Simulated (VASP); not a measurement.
# Au (Im-3m) in VASP: further runs

Au is run at these levels: revPBE; tasks: single point.

Everything below comes from runs of VASP 6.6.1. Logs are shortened: lines on timing, memory, paths and dates and some standing lists are left out, and cuts for length are marked.

### Step 1. The cell of the first run

It takes space group Im-3m (No. 229, cubic). The conventional cell has a = 3.326 Å, b = 3.326 Å, c = 3.326 Å, α = 90.00°, β = 90.00°, γ = 90.00°. Within 3.8 Å of Au (site symmetry m-3m) lie 14 Au at 2.88 to 3.33 Å.

### Step 2. Single point, revPBE

INCAR reads:

```
SYSTEM = Au
  PREC = Accurate
  ENCUT = 520
  EDIFF = 1E-6
  ISMEAR = -1
  SIGMA = 0.1
  LREAL = .False.
  LASPH = .True.
  NELM = 60
  ALGO = Normal
  ISIF = 2
  LWAVE = .False.
  LCHARG = .False.
  GGA = RE
  NBANDS = 12
```

KPOINTS reads:

```
Automatic mesh
0
Gamma
  14 14 14
  0 0 0
```

POSCAR reads:

```
Au
1.0
   -1.6629995230      1.6629995230      1.6629995230
    1.6629995230     -1.6629995230      1.6629995230
    1.6629995230      1.6629995230     -1.6629995230
Au
1
Direct
    0.0000000000      0.0000000000      0.0000000000
```

Potentials or basis: VASP PAW PBE potentials, release 64 (Au).

Command:

```console
cat potpaw_PBE.64/Au/POTCAR > POTCAR
mpirun -np 1 vasp_std > vasp.out
```

OUTCAR:

```text
SYSTEM = Au
   PREC = Accurate
   ENCUT = 520
   EDIFF = 1E-6
   ISMEAR = -1
   LREAL = .False.
   LASPH = .True.
   NELM = 60
   ISIF = 2
   GGA = RE

 ion  position               nearest neighbor table
   1  0.000  0.000  0.000-

  LATTYP: Found a body centered cubic cell.
 ALAT       =     3.3259990460

  Lattice vectors:

 A1 = (  -1.6629995230,   1.6629995230,   1.6629995230)
 A2 = (   1.6629995230,  -1.6629995230,   1.6629995230)
 A3 = (   1.6629995230,   1.6629995230,  -1.6629995230)

Analysis of symmetry for initial positions (statically):
=====================================================================
 Subroutine PRICEL returns:
 Original cell was already a primitive cell.

 Routine SETGRP: Setting up the symmetry group for a
 body centered cubic supercell.

 Subroutine GETGRP returns: Found 48 space group operations
 (whereof 48 operations were pure point group operations)
 out of a pool of 48 trial point group operations.

The static configuration has the point symmetry O_h .

Analysis of symmetry for dynamics (positions and initial velocities):
=====================================================================
 Subroutine PRICEL returns:
 Original cell was already a primitive cell.

 Routine SETGRP: Setting up the symmetry group for a
 body centered cubic supercell.

 Subroutine GETGRP returns: Found 48 space group operations
 (whereof 48 operations were pure point group operations)
 out of a pool of 48 trial point group operations.

The dynamic configuration has the point symmetry O_h .

 Subroutine INISYM returns: Found 48 space group operations
 (whereof 48 operations are pure point group operations),
 and found     1 'primitive' translations

----------------------------------------------------------------------------------------

                                     Primitive cell

  volume of cell :      18.3965

  direct lattice vectors                    reciprocal lattice vectors
    -1.662999523  1.662999523  1.662999523     0.000000000  0.300661541  0.300661541
     1.662999523 -1.662999523  1.662999523     0.300661541  0.000000000  0.300661541
     1.662999523  1.662999523 -1.662999523     0.300661541  0.300661541  0.000000000

  length of vectors
     2.880399667  2.880399667  2.880399667     0.425199630  0.425199630  0.425199630

[... 76 lines left out ...]
   ENCUT  =  520.0 eV  38.22 Ry    6.18 a.u.   5.36  5.36  5.36*2*pi/ulx,y,z
   NELM   =     60;   NELMIN=  2; NELMDL= -5     # of ELM steps
   EDIFF  = 0.1E-05   stopping-criterion for ELM
   LREAL  =      F    real-space projection
   EDIFFG = 0.1E-04   stopping-criterion for IOM
   NSW    =      0    number of steps for IOM
   IBRION =     -1    ionic relax: 0-MD 1-quasi-New 2-CG
   NFREE  =      0    steps in history (QN), initial steepest desc. (CG)
   ISIF   =      2    stress and relaxation
   ISYM   =      2    0-nonsym 1-usesym 2-fastsym
   POTIM  = 0.5000    time-step for ionic-motion
   TEBEG  =    0.0;   TEEND  =   0.0 temperature during run
   PSTRESS=    0.0 pullay stress
   NELECT =      11.0000    total number of electrons
   NUPDOWN=      -1.0000    fix difference up-down
   EMIN   =  10.00;   EMAX   =-10.00  energy-range for DOS
   EFERMI =   0.00;   METHOD = LEGACY
   ISMEAR =    -1;   SIGMA  =   0.10  broadening in eV -4-tet -1-fermi 0-gaus
   EFERMI_NEDOS =   21; number of points for ismear=-14 and -15
   IALGO  =     38    algorithm
   IMIX   =      4    mixing-type and parameters
     AMIX     =   0.40;   BMIX     =  1.00
     AMIX_MAG =   1.60;   BMIX_MAG =  1.00
  volume/ion in A,a.u.               =      18.40       124.15
  Fermi-wavevector in a.u.,A,eV,Ry     =   1.379199  2.606308 25.880865  1.902190
  Thomas-Fermi vector in A             =   2.504191
   LORBIT       =      0    0 simple, 1 ext, 2 COOP (PROOUT), +10 PAW based schemes
   GGA     = RE    functional components
   LHFCALC =     F    Hartree Fock is set to
   AEXX    =    0.0000 exact exchange contribution
   IVDW    =     0    specifies the selected vdW correction
   LEPSILON=     F    determine dielectric tensor
   LRPA    =     F    only Hartree local field effects (RPA)
 non-spin polarized calculation
  energy-cutoff  :      520.00
  volume of cell :       18.40
 maximum number of plane-waves:       531
 NGX is ok and might be reduce to    24
   NGX = 11   NGY = 11   NGZ = 11

 number of electron      10.9999998 magnetization

 Free energy of the ion-electron system (eV)
  ---------------------------------------------------
  ext. energy  EPLUGINS =         0.00000000
  ---------------------------------------------------
  free energy    TOTEN  =        -2.71829043 eV

  energy without entropy =       -2.70585155  energy(sigma->0) =       -2.71207099

 E-fermi :   8.4055     XC(G=0): -12.1973

 val. band max:        8.3677943507   @ k =  -0.4286   0.4286   0.1429
 cond. band min:       8.4303726858   @ k =   0.3571   0.0714   0.0714
 fundamental gap:      0.0625783351
 Fermi energy:         8.4054867318

 k-point     1 :       0.0000    0.0000    0.0000
  band No.  band energies     occupation
      1      -0.7076      2.00000
      2       3.8537      2.00000
      3       3.8537      2.00000
      4       3.8537      2.00000
      5       5.5554      2.00000
      6       5.5554      2.00000
      7      24.8193      0.00000
      8      24.8193      0.00000
      9      24.8193      0.00000
     10      31.3463      0.00000
     11      31.3463      0.00000
     12      31.3463      0.00000
[... 331 lines left out ...]
 k-point    24 :       0.3571    0.2857    0.0000
  band No.  band energies     occupation
      1       2.6208      2.00000
      2       3.5228      2.00000
      3       4.0180      2.00000
      4       5.5956      2.00000
      5       5.8260      2.00000
      6      11.4023      0.00000
      7      12.5917      0.00000
      8      14.7935      0.00000
      9      22.1969      0.00000
     10      28.5513      0.00000
     11      29.2120      0.00000
     12      34.7683      0.00000

 [... further k-points ...]
[... 5 lines left out ...]
  --------------------------------------------------------------------------------------
  -------------------------------------------------------------------------------------
  Total       -0.0264232     -0.0264232     -0.0264232      0.0000000      0.0000000     -0.0000000
  in kB       -2.3012285     -2.3012285     -2.3012285      0.0000000      0.0000000     -0.0000000
  external PRESSURE =      -2.3012285 kB  Pullay stress =       0.0000000 kB

 VOLUME and BASIS-vectors are now :
 -----------------------------------------------------------------------------
  energy-cutoff  :      520.00
  volume of cell :       18.40
      direct lattice vectors                 reciprocal lattice vectors
    -1.662999523  1.662999523  1.662999523     0.000000000  0.300661541  0.300661541
     1.662999523 -1.662999523  1.662999523     0.300661541  0.000000000  0.300661541
     1.662999523  1.662999523 -1.662999523     0.300661541  0.300661541  0.000000000

 POSITION                                       TOTAL-FORCE (eV/Angst)
 -----------------------------------------------------------------------------------
      0.00000      0.00000      0.00000         0.000000     -0.000000      0.000000
 -----------------------------------------------------------------------------------
    total drift:                                0.000000      0.000000     -0.000000

  FREE ENERGIE OF THE ION-ELECTRON SYSTEM (eV)
  ---------------------------------------------------
  free  energy   TOTEN  =        -2.7182904306 eV

  energy  without entropy=       -2.7058515489  energy(sigma->0) =       -2.71207099
```

OSZICAR:

```text
N       E                     dE             d eps       ncg     rms          rms(c)
DAV:   1     0.499125111631E+02    0.49913E+02   -0.55472E+03  2592   0.812E+02
DAV:   2    -0.226457925956E+01   -0.52177E+02   -0.49001E+02  2916   0.185E+02
DAV:   3    -0.295354458050E+01   -0.68897E+00   -0.68851E+00  2996   0.206E+01
DAV:   4    -0.295599498580E+01   -0.24504E-02   -0.24503E-02  2808   0.142E+00
DAV:   5    -0.295601449932E+01   -0.19514E-04   -0.19514E-04  2944   0.121E-01    0.713E+00
DAV:   6    -0.273219632114E+01    0.22382E+00   -0.65764E-01  2676   0.641E+00    0.484E+00
DAV:   7    -0.271965309074E+01    0.12543E-01   -0.45239E-02  2872   0.172E+00    0.256E+00
DAV:   8    -0.271829285420E+01    0.13602E-02   -0.11566E-03  2708   0.277E-01    0.212E-01
DAV:   9    -0.271828072378E+01    0.12130E-04   -0.77506E-06  2780   0.227E-02    0.189E-02
DAV:  10    -0.271829067207E+01   -0.99483E-05   -0.64491E-06  2716   0.257E-02    0.697E-03
DAV:  11    -0.271829043060E+01    0.24148E-06   -0.85040E-08  1500   0.224E-03
   1 F= -.27182904E+01 E0= -.27120710E+01  d E =-.124389E-01
```

stdout:

```text
POSCAR found type information on POSCAR Au
 POSCAR found :  1 types and       1 ions
 scaLAPACK will be used
 -----------------------------------------------------------------------------
|                                                                             |
|                                                                             |
|     You enforced a specific xc type in the INCAR file but a different       |
|     I HOPE YOU KNOW WHAT YOU ARE DOING!                                     |
|                                                                             |
 -----------------------------------------------------------------------------

 LDA part: xc-table for (Slater+PW92), standard interpolation
 POSCAR, INCAR and KPOINTS ok, starting setup
 FFT: planning ... GRIDC
 FFT: planning ... GRID_SOFT
 FFT: planning ... GRID
 WAVECAR not read
 entering main loop
```

It took 7.6 s on 1 thread of Intel Xeon 6975P-C, shared host; peak memory 0.15 GiB.

What came out:

```
Free energy : -2.7183 eV
Pressure    : -0.2 GPa
```

Levels at points of the mesh, in eV from the Fermi level:
| k point | band 2 | band 3 | band 4 | band 5 | band 6 | band 7 | band 8 | band 9 |
| --- | --- | --- | --- | --- | --- | --- | --- | --- |
| (0.00, 0.00, 0.00) | -4.55 | -4.55 | -4.55 | -2.85 | -2.85 | 16.41 | 16.41 | 16.41 |
| (0.50, 0.00, 0.00) | -5.51 | -2.98 | -2.68 | -1.51 | -0.35 | 3.08 | 12.27 | 13.35 |
| (0.50, 0.50, 0.50) | -6.25 | -1.84 | -1.84 | -1.84 | 6.19 | 6.19 | 6.19 | 8.81 |

Caveat: the PAW data sets were made with another functional, which shifts forces and pressure a little; spin-orbit coupling is left out, which moves the levels of the heavy elements.

(Continued in part 2 of 3.)
